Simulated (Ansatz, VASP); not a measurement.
**One calculation of Ta, two programs**

POSCAR

```
Ta
1.0
   -1.6401972500      1.6401972500      1.6401972500
    1.6401972500     -1.6401972500      1.6401972500
    1.6401972500      1.6401972500     -1.6401972500
Ta
1
Direct
    0.0000000000      0.0000000000      0.0000000000
```

File INCAR.step1:

```
PREC     = Accurate       # precision mode
ENCUT    = 520            # plane-wave cutoff, eV
ISMEAR   = -1             # smearing method
SIGMA    = 0.05           # smearing width, eV
LREAL    = False          # projectors in reciprocal space
LASPH    = True           # aspherical terms in the spheres
NELM     = 60             # most SCF steps
NBANDS   = 12             # bands
GGA      = PE             # functional
ALGO     = Normal         # electronic algorithm
EDIFF    = 1E-4           # SCF threshold, eV
LWAVE    = True           # write WAVECAR
LCHARG   = False          # write CHGCAR
```

INCAR.step2

```
PREC     = Accurate       # precision mode
ENCUT    = 520            # plane-wave cutoff, eV
EDIFF    = 1E-7           # SCF threshold, eV
ISMEAR   = -1             # smearing method
SIGMA    = 0.05           # smearing width, eV
LREAL    = False          # projectors in reciprocal space
LASPH    = True           # aspherical terms in the spheres
NELM     = 60             # most SCF steps
ALGO     = Normal         # electronic algorithm
ISIF     = 2              # what is computed and relaxed
LWAVE    = False          # write WAVECAR
LCHARG   = False          # write CHGCAR
METAGGA  = R2SCAN         # meta-GGA
LMIXTAU  = True         
NBANDS   = 12             # bands
ISTART   = 1
```

The input KPOINTS:

```
Automatic mesh
0
Gamma
  11 11 11
```

File input.yaml:

```yaml
crystal:
  lattice:
    - [-1.64019725, 1.64019725, 1.64019725]
    - [1.64019725, -1.64019725, 1.64019725]
    - [1.64019725, 1.64019725, -1.64019725]
  atoms:
    - { symbol: Ta, position: [0.0, 0.0, 0.0] }
hamiltonian:
  xc: r2scan
  pseudopotentials: { kind: paw }
kpoints:
  mp_grid: { grid: [11, 11, 11] }
scf:
  occupations: { method: fermi_dirac, width: 0.05 }
output:
  forces: true
  stress: true
  eigenvalues: true
  write_density: true
  write_potential: true
  elf: true
  volumetric_format: npy
```

Alike in both runs: task single point; functional r2SCAN; k mesh 11 × 11 × 11; occupations fermi-dirac, width 0.05 eV; no spin polarisation.

|  | VASP | Ansatz |
| --- | --- | --- |
| version | VASP 6.6.1 | Ansatz 0.2.0 |
| potentials or method | VASP PAW PBE potentials, release 64 (Ta_pv) | Ansatz PAW |
| plane-wave cutoff (eV) | 520 | 500 |
| valence electrons in the cell | 11 | 13 |

```csv
,VASP,Ansatz,Ansatz less VASP
gap on the k mesh at the Fermi level (eV),none,none,-
pressure (GPa),4.9,4.2,-0.70
```

VASP's potentials were made for PBE, not for r2SCAN. A gap of «none» marks a metal or a gap that the smearing closes. VASP's potentials hold 11 valence electrons a cell and Ansatz's 13, so a difference there can come from the potentials and not from the codes.

Spin-orbit coupling is off throughout.
